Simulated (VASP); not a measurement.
# HfC (Fm-3m) in VASP: a series of runs, part 2 of 2

VASP 6.6.1.

**3. Single point, r2SCAN**

This run uses another cell than the first one, of 13.07 Å³/atom, 1.020 times its volume.

File POSCAR:

```
HfC
1.0
    0.0000000000      2.3555956139      2.3555956139
    2.3555956139      0.0000000000      2.3555956139
    2.3555956139      2.3555956139      0.0000000000
Hf C
1 1
Direct
    0.5000000000      0.5000000000      0.5000000000
    0.0000000000      0.0000000000      0.0000000000
```

File INCAR.step1:

```
  PREC = Accurate
  ENCUT = 520
  ISMEAR = -1
  SIGMA = 0.05
  LREAL = F
  LASPH = T
  NELM = 100
  NBANDS = 14
  GGA = PE
  ALGO = Normal
  EDIFF = 1E-4
  LWAVE = T
  LCHARG = F
```

File INCAR.step2:

```
  PREC = Accurate
  ENCUT = 520
  EDIFF = 1E-6
  ISMEAR = -1
  SIGMA = 0.05
  LREAL = F
  LASPH = T
  NELM = 100
  ALGO = Normal
  ISIF = 2
  LWAVE = F
  LCHARG = F
  METAGGA = R2SCAN
  LMIXTAU = T
  NBANDS = 14
  ISTART = 1
```

File KPOINTS:

```
Automatic mesh
0
Gamma
  10 10 10
```

Potentials or basis: VASP PAW PBE potentials, release 64 (Hf_pv, C).

On the command line:

```sh
$ cat potpaw_PBE.64/Hf_pv/POTCAR potpaw_PBE.64/C/POTCAR > POTCAR
$ cp INCAR.step1 INCAR
$ mpirun -np 1 vasp_std > vasp.out
$ cp INCAR.step2 INCAR
$ mpirun -np 1 vasp_std > vasp.out
```

OUTCAR:

```text
PREC = Accurate
   ENCUT = 520
   EDIFF = 1E-6
   ISMEAR = -1
   LREAL = F
   LASPH = T
   NELM = 100
   ISIF = 2
   METAGGA = R2SCAN
   ISTART = 1

 ion  position               nearest neighbor table
   1  0.500  0.500  0.500-   2 2.36   2 2.36   2 2.36   2 2.36   2 2.36   2 2.36
   2  0.000  0.000  0.000-   1 2.36   1 2.36   1 2.36   1 2.36   1 2.36   1 2.36

  LATTYP: Found a face centered cubic cell.
 ALAT       =     4.7111912278

  Lattice vectors:

 A1 = (   0.0000000000,   2.3555956139,   2.3555956139)
 A2 = (   2.3555956139,   0.0000000000,   2.3555956139)
 A3 = (   2.3555956139,   2.3555956139,   0.0000000000)

Analysis of symmetry for initial positions (statically):
=====================================================================
 Subroutine PRICEL returns:
 Original cell was already a primitive cell.

 Routine SETGRP: Setting up the symmetry group for a
 face centered cubic supercell.

 Subroutine GETGRP returns: Found 48 space group operations
 (whereof 48 operations were pure point group operations)
 out of a pool of 48 trial point group operations.

The static configuration has the point symmetry O_h .

Analysis of symmetry for dynamics (positions and initial velocities):
[... 168 lines left out ...]
      1     -25.3544      2.00000
      2     -25.3544      2.00000
      3     -25.3544      2.00000
      4      -7.2295      2.00000
      5       6.5873      0.00000
      6       6.5873      0.00000
      7       6.5873      0.00000
      8       7.2135      0.00000
      9       7.2135      0.00000
     10       7.2135      0.00000
     11       9.0126      0.00000
     12       9.0126      0.00000
     13      12.5931      0.00000
     14      17.2531      0.00000
[... 377 lines left out ...]
      1     -25.7779      2.00000
      2     -25.5249      2.00000
      3     -25.5073      2.00000
      4      -5.2240      2.00000
      5       1.7531      2.00000
      6       3.8933      2.00000
      7       4.8153      2.00000
      8       5.9065      0.02184
      9      10.9199      0.00000
     10      12.0540      0.00000
     11      12.1726      0.00000
     12      13.9270      0.00000
     13      17.2538      0.00000
     14      18.1062      0.00000

 [... further k-points ...]
[... 5 lines left out ...]
  --------------------------------------------------------------------------------------
  -------------------------------------------------------------------------------------
  Total       -1.8371450     -1.8371450     -1.8371450     -0.0000000      0.0000000      0.0000000
  in kB     -112.5956991   -112.5956991   -112.5956991     -0.0000000      0.0000000      0.0000000
  external PRESSURE =    -112.5956991 kB  Pullay stress =       0.0000000 kB

 VOLUME and BASIS-vectors are now :
 -----------------------------------------------------------------------------
  energy-cutoff  :      520.00
  volume of cell :       26.14
      direct lattice vectors                 reciprocal lattice vectors
     0.000000000  2.355595614  2.355595614    -0.212260541  0.212260541  0.212260541
     2.355595614  0.000000000  2.355595614     0.212260541 -0.212260541  0.212260541
     2.355595614  2.355595614  0.000000000     0.212260541  0.212260541 -0.212260541

 POSITION                                       TOTAL-FORCE (eV/Angst)
 -----------------------------------------------------------------------------------
      2.35560      2.35560      2.35560         0.000000      0.000000     -0.000000
      0.00000      0.00000      0.00000         0.000000     -0.000000      0.000000
 -----------------------------------------------------------------------------------
    total drift:                                0.000000      0.000000      0.000000

  FREE ENERGIE OF THE ION-ELECTRON SYSTEM (eV)
  ---------------------------------------------------
  free  energy   TOTEN  =       -57.2958312795 eV

  energy  without entropy=      -57.2936852504  energy(sigma->0) =      -57.29475826
```

OSZICAR.step1:

```text
N       E                     dE             d eps       ncg     rms          rms(c)
DAV:   1     0.218328269116E+02    0.21833E+02   -0.77624E+03  1324   0.983E+02
DAV:   2    -0.226246453937E+02   -0.44457E+02   -0.41564E+02  1694   0.196E+02
DAV:   3    -0.242335344367E+02   -0.16089E+01   -0.16015E+01  1586   0.271E+01
DAV:   4    -0.242411510746E+02   -0.76166E-02   -0.76162E-02  1516   0.230E+00
DAV:   5    -0.242412022407E+02   -0.51166E-04   -0.51166E-04  1568   0.170E-01    0.530E+01
DAV:   6    -0.211030715674E+02    0.31381E+01   -0.12351E+01  1382   0.182E+01    0.388E+01
DAV:   7    -0.210327031161E+02    0.70368E-01   -0.57682E-01  1616   0.527E+00    0.247E+01
DAV:   8    -0.210223955396E+02    0.10308E-01   -0.94468E-02  1478   0.245E+00    0.712E+00
DAV:   9    -0.210142805888E+02    0.81150E-02   -0.26305E-02  1508   0.100E+00    0.212E+00
DAV:  10    -0.210140275370E+02    0.25305E-03   -0.16259E-03  1616   0.294E-01    0.503E-02
DAV:  11    -0.210140216732E+02    0.58638E-05   -0.80234E-05  1014   0.765E-02
   1 F= -.21014022E+02 E0= -.21012488E+02  d E =-.306793E-02
```

Wall time 64 s (1 thread of Intel Xeon Platinum 8488C (Sapphire Rapids), shared host); peak memory 0.18 GiB.

What came out:

| Item | Value |
| --- | --- |
| Free energy | -57.2958 eV |
| Pressure | -11.3 GPa |
| Band gap on the k mesh | zero (band 7 reaches 6.59 eV, above the bottom of band 8 at 5.14 eV) |

Levels at points of the mesh, in eV from the Fermi level:
```
           k point  band 3  band 4  band 5  band 6  band 7  band 8  band 9  band 10  band 11  band 12
(0.00, 0.00, 0.00)  -31.04  -12.91    0.91    0.91    0.91    1.53    1.53     1.53     3.33     3.33
(0.50, 0.00, 0.00)  -31.09   -9.40   -6.22   -3.09   -3.09    5.33    5.33     5.86     6.70    11.32
(0.50, 0.50, 0.00)  -31.24  -11.05   -2.92   -1.57   -0.29   -0.29    5.15     6.67     6.67     8.55
```

Caveat: the PAW data sets were made with another functional, which shifts forces and pressure a little; spin-orbit coupling is left out, which moves the levels of the heavy elements.
